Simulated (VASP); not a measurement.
A run of VASP 6.6.1 is set up as follows.

Contents of INCAR:

```
  PREC = Accurate
  ENCUT = 820
  EDIFF = 1E-6
  ISMEAR = -1
  SIGMA = 0.05
  LREAL = False
  LASPH = True
  NELM = 120
  ALGO = Normal
  ISIF = 2
  LWAVE = False
  LCHARG = False
  NBANDS = 16
  GGA_COMPAT = False
```

KPOINTS

```
Automatic mesh
0
Gamma
  13 13 13
```

File POSCAR:

```
Cu
1.0
   -1.4187541245      1.4187541245      1.3574101425
    1.4187541245     -1.4187541245      1.3574101425
    1.4187541245      1.4187541245     -1.3574101425
Cu
1
Direct
    0.0000000000      0.0000000000      0.0000000000
```

Potentials or basis: VASP PAW LDA potentials, release 64 (Cu_sv_GW).

Launch:

```bash
$ cat potpaw_LDA.64/Cu_sv_GW/POTCAR > POTCAR
$ mpirun -np 1 vasp_std > vasp.out
```

Question: What does it give for the band gap on the k mesh?

Answer: Zero (an odd number of electrons rules out a gap without spin polarisation).

Question: Estimate the pressure.

Answer: -0.6 GPa.
